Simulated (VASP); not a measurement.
A run of VASP 6.6.1:

The input INCAR:

```
ALGO = Normal
EDIFF = 1E-6
ENCUT = 600
GGA = PE
GGA_COMPAT = False
ISIF = 2
ISMEAR = 0
LASPH = True
LCHARG = False
LREAL = False
LWAVE = False
NBANDS = 11
NELM = 120
PREC = Accurate
SIGMA = 0.1
```

Contents of KPOINTS:

```
k-points
0
Gamma
  5 5 4
```

The input POSCAR:

```
BN
1.0
    2.5080409239      0.0000000000      0.0000000000
   -1.2467107647      2.1762310413      0.0000000000
   -0.6306650796     -1.0881155206      3.0225400000
B N
1 1
Direct
    0.9796430000      0.9834990000      0.0018060000
    0.6685060000      0.3323850000      0.9849990000
```

Potentials or basis: VASP PAW PBE potentials, release 64 (B, N).

Command:

```bash
$ cat potpaw_PBE.64/B/POTCAR potpaw_PBE.64/N/POTCAR > POTCAR
$ mpirun -np 1 vasp_std > vasp.out
```

Hardware: 1 thread of Intel Xeon 6975P-C (shared host).

Task: Estimate the wall time of this run.

Result: Wall time 9.1 s on 1 thread of Intel Xeon 6975P-C, with other jobs on the host, peak memory 0.13 GiB. Counts: scf iterations 13, k points 51.
